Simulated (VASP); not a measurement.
Input of a VASP 6.6.1 run:

Contents of INCAR:

```
  PREC = Accurate
  ENCUT = 520
  EDIFF = 1E-6
  ISMEAR = -1
  SIGMA = 0.1
  LREAL = F
  LASPH = T
  NELM = 80
  ALGO = Normal
  ISIF = 2
  LWAVE = F
  LCHARG = T
  GGA = PE
  LELF = T
  LVHAR = T
  NBANDS = 10
```

KPOINTS

```
Automatic mesh
0
Gamma
  20 20 20
```

POSCAR

```
Ir
1.0
    0.0000000000      1.9360622002      1.9360622002
    1.9360622002      0.0000000000      1.9360622002
    1.9360622002      1.9360622002      0.0000000000
Ir
1
Direct
    0.0000000000      0.0000000000      0.0000000000
```

Potentials or basis: VASP PAW PBE potentials, release 64 (Ir).

Command:

```bash
$ cat potpaw_PBE.64/Ir/POTCAR > POTCAR
$ mpirun -np 1 vasp_std > vasp.out
```

Problem. Predict the pressure.

Solution. 0.3 GPa.
